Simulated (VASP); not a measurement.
# AlN (R-3m) in VASP: further runs

Runs on AlN. Level: PBEsol. Tasks: single point.

Program: VASP 6.6.1. These are calculated values, not measurements. Logs are shortened: lines on timing, memory, paths and dates and some standing lists are left out, and cuts for length are marked.

## Step 1: The cell of the first run

Symmetry: R-3m, No. 166, trigonal system. The conventional cell has a = 2.682 Å, b = 2.682 Å, c = 7.118 Å, α = 90.00°, β = 90.00°, γ = 120.00°. Al (site symmetry -3m) has 6 N at 1.95 Å within 2.6 Å. N (site symmetry -3m) has 6 Al at 1.95 Å within 2.6 Å.

## Step 2: Single point, PBEsol

INCAR reads:

```
SYSTEM = AlN
  ALGO = Normal
  EDIFF = 1E-7
  ENCUT = 520
  GGA = PS
  ISIF = 2
  ISMEAR = 0
  LASPH = .TRUE.
  LCHARG = .FALSE.
  LREAL = .FALSE.
  LWAVE = .FALSE.
  NBANDS = 11
  NELM = 60
  PREC = Accurate
  SIGMA = 0.05
```

KPOINTS reads:

```
k-points
0
G
  10 10 10
  0 0 0
```

POSCAR reads:

```
AlN
1.0
    0.1058051491      2.0019547740      2.0019547740
    2.0019547740      0.1058051491      2.0019547740
    2.0019547740      2.0019547740      0.1058051491
Al N
1 1
Direct
    0.5000000000      0.5000000000      0.5000000000
    0.0000000000      0.0000000000      0.0000000000
```

Potentials or basis: VASP PAW PBE potentials, release 64 (Al, N).

Launch:

```console
> cat potpaw_PBE.64/Al/POTCAR potpaw_PBE.64/N/POTCAR > POTCAR
> mpirun -np 1 vasp_std > vasp.out
```

OUTCAR:

```text
SYSTEM = AlN
   EDIFF = 1E-7
   ENCUT = 520
   GGA = PS
   ISIF = 2
   ISMEAR = 0
   LASPH = .TRUE.
   LREAL = .FALSE.
   NELM = 60
   PREC = Accurate

 ion  position               nearest neighbor table
   1  0.500  0.500  0.500-   2 1.95   2 1.95   2 1.95   2 1.95   2 1.95   2 1.95
   2  0.000  0.000  0.000-   1 1.95   1 1.95   1 1.95   1 1.95   1 1.95   1 1.95

  LATTYP: Found a trigonal (rhomboedric) cell.
 ALAT       =     2.8331679378
 COS(alpha) =     0.5520798786

  Lattice vectors:

 A1 = (   0.1058051491,   2.0019547740,   2.0019547740)
 A2 = (   2.0019547740,   0.1058051491,   2.0019547740)
 A3 = (   2.0019547740,   2.0019547740,   0.1058051491)

Analysis of symmetry for initial positions (statically):
=====================================================================
 Subroutine PRICEL returns:
 Original cell was already a primitive cell.

 Routine SETGRP: Setting up the symmetry group for a
 trigonal (rhombohedral) supercell.

 Subroutine GETGRP returns: Found 12 space group operations
 (whereof 12 operations were pure point group operations)
 out of a pool of 12 trial point group operations.

The static configuration has the point symmetry D_3d.

Analysis of symmetry for dynamics (positions and initial velocities):
=====================================================================
 Subroutine PRICEL returns:
 Original cell was already a primitive cell.

 Routine SETGRP: Setting up the symmetry group for a
 trigonal (rhombohedral) supercell.

 Subroutine GETGRP returns: Found 12 space group operations
 (whereof 12 operations were pure point group operations)
 out of a pool of 12 trial point group operations.

The dynamic configuration has the point symmetry D_3d.

 Subroutine INISYM returns: Found 12 space group operations
 (whereof 12 operations are pure point group operations),
 and found     1 'primitive' translations

----------------------------------------------------------------------------------------

                                     Primitive cell

  volume of cell :      14.7760

  direct lattice vectors                    reciprocal lattice vectors
     0.105805149  2.001954774  2.001954774    -0.270481063  0.256903478  0.256903478
     2.001954774  0.105805149  2.001954774     0.256903478 -0.270481063  0.256903478
     2.001954774  2.001954774  0.105805149     0.256903478  0.256903478 -0.270481063

  length of vectors
     2.833167938  2.833167938  2.833167938     0.452944588  0.452944588  0.452944588

  position of ions in fractional coordinates (direct lattice)
     0.500000000  0.500000000  0.500000000
     0.000000000  0.000000000  0.000000000

  ion indices of the primitive-cell ions
   primitive index   ion index
                 1           1
                 2           2

----------------------------------------------------------------------------------------

 KPOINTS: k-points

Automatic generation of k-mesh.
 Grid dimensions read from file:
 generate k-points for:   10   10   10

 Generating k-lattice:

  Cartesian coordinates                     Fractional coordinates (reciprocal lattice)
    -0.027048106  0.025690348  0.025690348     0.100000000 -0.000000000 -0.000000000
     0.025690348 -0.027048106  0.025690348    -0.000000000  0.100000000 -0.000000000
     0.025690348  0.025690348 -0.027048106    -0.000000000 -0.000000000  0.100000000

  Length of vectors
     0.045294459  0.045294459  0.045294459

  Shift w.r.t. Gamma in fractional coordinates (k-lattice)
     0.000000000  0.000000000  0.000000000

 Subroutine IBZKPT returns following result:
 ===========================================

 Found    116 irreducible k-points:

 Following reciprocal coordinates:
            Coordinates               Weight
  0.000000  0.000000  0.000000      1.000000
  0.100000  0.000000 -0.000000      6.000000
  0.200000  0.000000 -0.000000      6.000000
  0.300000  0.000000  0.000000      6.000000
  0.400000  0.000000 -0.000000      6.000000
  0.500000  0.000000 -0.000000      3.000000
[... 16 lines left out ...]
  0.300000  0.300000  0.000000      6.000000
  0.400000  0.300000  0.000000     12.000000
 [... further k-points ...]
   k-points           NKPTS =    116   k-points in BZ     NKDIM =    116   number of bands    NBANDS=     11
   number of dos      NEDOS =    301   number of ions     NIONS =      2
   total plane-waves  NPLWV =  13824
   dimension x,y,z NGX =    24 NGY =   24 NGZ =   24
   dimension x,y,z NGXF=    48 NGYF=   48 NGZF=   48
   ions per type =               1   1
   NGX,Y,Z   is equivalent  to a cutoff of  14.08, 14.08, 14.08 a.u.
   NGXF,Y,Z  is equivalent  to a cutoff of  28.17, 28.17, 28.17 a.u.
 SYSTEM =  AlN
   PREC   = accura    normal or accurate (medium, high low for compatibility)
   ISTART =      0    job   : 0-new  1-cont  2-samecut
   ICHARG =      2    charge: 1-file 2-atom 10-const
   ISPIN  =      1    spin polarized calculation?
   LNONCOLLINEAR =      F non collinear calculations
   LSORBIT =      F    spin-orbit coupling
   LASPH  =      T    aspherical Exc in radial PAW
   ENCUT  =  520.0 eV  38.22 Ry    6.18 a.u.   5.27  5.27  5.27*2*pi/ulx,y,z
   NELM   =     60;   NELMIN=  2; NELMDL= -5     # of ELM steps
   EDIFF  = 0.1E-06   stopping-criterion for ELM
   LREAL  =      F    real-space projection
   EDIFFG = 0.1E-05   stopping-criterion for IOM
   NSW    =      0    number of steps for IOM
   IBRION =     -1    ionic relax: 0-MD 1-quasi-New 2-CG
   NFREE  =      0    steps in history (QN), initial steepest desc. (CG)
   ISIF   =      2    stress and relaxation
   ISYM   =      2    0-nonsym 1-usesym 2-fastsym
   POTIM  = 0.5000    time-step for ionic-motion
   TEBEG  =    0.0;   TEEND  =   0.0 temperature during run
   PSTRESS=    0.0 pullay stress
   NELECT =       8.0000    total number of electrons
   NUPDOWN=      -1.0000    fix difference up-down
   EMIN   =  10.00;   EMAX   =-10.00  energy-range for DOS
   EFERMI =   0.00;   METHOD = LEGACY
   ISMEAR =     0;   SIGMA  =   0.05  broadening in eV -4-tet -1-fermi 0-gaus
   EFERMI_NEDOS =   21; number of points for ismear=-14 and -15
   IALGO  =     38    algorithm
   IMIX   =      4    mixing-type and parameters
     AMIX     =   0.40;   BMIX     =  1.00
     AMIX_MAG =   1.60;   BMIX_MAG =  1.00
  volume/ion in A,a.u.               =       7.39        49.86
  Fermi-wavevector in a.u.,A,eV,Ry     =   1.334297  2.521456 24.223114  1.780349
  Thomas-Fermi vector in A             =   2.463089
   LORBIT       =      0    0 simple, 1 ext, 2 COOP (PROOUT), +10 PAW based schemes
   GGA     = PS    functional components
   LHFCALC =     F    Hartree Fock is set to
   AEXX    =    0.0000 exact exchange contribution
   IVDW    =     0    specifies the selected vdW correction
   LEPSILON=     F    determine dielectric tensor
   LRPA    =     F    only Hartree local field effects (RPA)
 non-spin polarized calculation
 Gauss-broadening in eV      SIGMA  =   0.05
  energy-cutoff  :      520.00
  volume of cell :       14.78
 maximum number of plane-waves:       406
 NGX is ok and might be reduce to    24
   NGX = 11   NGY = 11   NGZ = 11

 number of electron       8.0000001 magnetization

 Free energy of the ion-electron system (eV)
  ---------------------------------------------------
  ext. energy  EPLUGINS =         0.00000000
  ---------------------------------------------------
  free energy    TOTEN  =       -15.10758438 eV

  energy without entropy =      -15.10758438  energy(sigma->0) =      -15.10758438

 E-fermi :  12.1733     XC(G=0): -12.9932

 val. band max:       11.8892679092   @ k =   0.0000   0.0000   0.0000
 cond. band min:      15.7407293927   @ k =   0.5000   0.5000  -0.0000
 fundamental gap:      3.8514614835
 Fermi energy:        12.1733438548

 k-point     1 :       0.0000    0.0000    0.0000
  band No.  band energies     occupation
      1      -7.1876      2.00000
      2      10.5417      2.00000
      3      11.8893      2.00000
      4      11.8893      2.00000
      5      18.1707      0.00000
      6      22.8014      0.00000
      7      24.6801      0.00000
      8      24.6801      0.00000
      9      28.9163      0.00000
     10      30.0626      0.00000
     11      30.0626      0.00000

 k-point     2 :       0.1000    0.0000   -0.0000
  band No.  band energies     occupation
      1      -6.9489      2.00000
      2      10.2753      2.00000
      3      10.9935      2.00000
      4      11.7122      2.00000
      5      18.5897      0.00000
      6      23.1854      0.00000
      7      23.6074      0.00000
      8      24.9501      0.00000
      9      28.2836      0.00000
     10      29.0356      0.00000
     11      30.7570      0.00000

 k-point     3 :       0.2000    0.0000   -0.0000
  band No.  band energies     occupation
      1      -6.2510      2.00000
      2       8.4131      2.00000
      3      10.2358      2.00000
      4      11.2872      2.00000
      5      18.8022      0.00000
      6      22.9356      0.00000
      7      24.1359      0.00000
      8      24.9701      0.00000
      9      27.2102      0.00000
     10      28.9566      0.00000
     11      30.5346      0.00000

 k-point     4 :       0.3000    0.0000    0.0000
  band No.  band energies     occupation
      1      -5.1667      2.00000
      2       5.8314      2.00000
      3       9.8616      2.00000
      4      10.8222      2.00000
      5      18.2452      0.00000
      6      23.5171      0.00000
      7      24.2243      0.00000
      8      24.2429      0.00000
      9      28.4334      0.00000
     10      29.6615      0.00000
     11      30.8336      0.00000
[... 239 lines left out ...]
 k-point    22 :      -0.2000    0.2000    0.0000
  band No.  band energies     occupation
      1      -4.7798      2.00000
      2       6.3610      2.00000
      3       8.2564      2.00000
      4      10.2182      2.00000
      5      20.1312      0.00000
      6      21.2937      0.00000
      7      23.4932      0.00000
      8      24.7751      0.00000
      9      26.6759      0.00000
     10      32.7577      0.00000
     11      33.5081      0.00000

 k-point    23 :       0.3000    0.3000    0.0000
  band No.  band energies     occupation
      1      -4.6310      2.00000
      2       6.2512      2.00000
      3       8.6195      2.00000
      4       9.7564      2.00000
      5      17.5321      0.00000
      6      19.8851      0.00000
      7      23.9868      0.00000
      8      28.3513      0.00000
      9      28.6281      0.00000
     10      33.0547      0.00000
     11      36.4246      0.00000

 k-point    24 :       0.4000    0.3000    0.0000
  band No.  band energies     occupation
      1      -3.7336      2.00000
      2       5.1444      2.00000
      3       8.2963      2.00000
      4       8.7906      2.00000
      5      17.0955      0.00000
      6      19.8601      0.00000
      7      24.4669      0.00000
      8      28.4066      0.00000
      9      29.3980      0.00000
     10      34.3966      0.00000
     11      37.8386      0.00000

 [... further k-points ...]
[... 5 lines left out ...]
  --------------------------------------------------------------------------------------
  -------------------------------------------------------------------------------------
  Total        3.4853018      3.4853018      3.4853018     -1.9509521     -1.9509521     -1.9509521
  in kB      377.9149620    377.9149620    377.9149620   -211.5438011   -211.5438011   -211.5438011
  external PRESSURE =     377.9149620 kB  Pullay stress =       0.0000000 kB

 VOLUME and BASIS-vectors are now :
 -----------------------------------------------------------------------------
  energy-cutoff  :      520.00
  volume of cell :       14.78
      direct lattice vectors                 reciprocal lattice vectors
     0.105805149  2.001954774  2.001954774    -0.270481063  0.256903478  0.256903478
     2.001954774  0.105805149  2.001954774     0.256903478 -0.270481063  0.256903478
     2.001954774  2.001954774  0.105805149     0.256903478  0.256903478 -0.270481063

 POSITION                                       TOTAL-FORCE (eV/Angst)
 -----------------------------------------------------------------------------------
      2.05486      2.05486      2.05486         0.000000     -0.000000     -0.000000
      0.00000      0.00000      0.00000        -0.000000      0.000000      0.000000
 -----------------------------------------------------------------------------------
    total drift:                                0.000000     -0.000000     -0.000000

  FREE ENERGIE OF THE ION-ELECTRON SYSTEM (eV)
  ---------------------------------------------------
  free  energy   TOTEN  =       -15.1075843777 eV

  energy  without entropy=      -15.1075843777  energy(sigma->0) =      -15.10758438
```

It took 10 s on 1 thread of Intel Xeon Platinum 8488C (Sapphire Rapids), shared host; peak memory 0.14 GiB.

Results:

```
Free energy            : -15.1076 eV
Pressure               : 37.8 GPa
Band gap on the k mesh : 3.85 eV, indirect (least direct gap 6.28 eV)
```

Stress tensor (GPa, compression positive):
```
 37.79 -21.15 -21.15
-21.15  37.79 -21.15
-21.15 -21.15  37.79
```

Caveat: the PAW data sets were made with another functional, which shifts forces and pressure a little. A k mesh can miss the band edges.

(Part 1 of 2 ends here.)
